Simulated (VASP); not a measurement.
Ti3Se:

```
CELL_PARAMETERS angstrom
3.21862 0.00000 0.00000
-1.60931 2.78741 0.00000
0.00000 0.00000 7.99535
ATOMIC_POSITIONS crystal
Se 0.00000 0.00000 0.00000
Ti 0.66667 0.33333 0.50000
Ti 0.33333 0.66667 0.77290
Ti 0.33333 0.66667 0.22710
```

Base run:

```yaml
Program: VASP 6.6.1
Functional: PBE
Potentials_or_basis: VASP PAW PBE potentials, release 64 (Se, Ti_sv)
Cutoff: 520 eV
k_mesh: 10 × 10 × 4
Occupations: fermi-dirac, width 0.05 eV
Spin: no spin polarisation
```

Its results: band gap on the k mesh zero (bands 21 and 22 overlap by 0.56 eV); pressure -2.0 GPa; largest force 0.014 eV/Å.

**Question.** The run is repeated on the same cell with these changes: functional from PBE to LDA; potentials or basis from VASP PAW PBE potentials, release 64 (Se, Ti_sv) to VASP PAW LDA potentials, release 64 (Se, Ti_sv). What comes out?

**Answer.** Band gap on the k mesh zero (bands 21 and 22 overlap by 0.52 eV); pressure -9.6 GPa; largest force 0.141 eV/Å.

Caveats: the cell stands under tension (at least some runs).
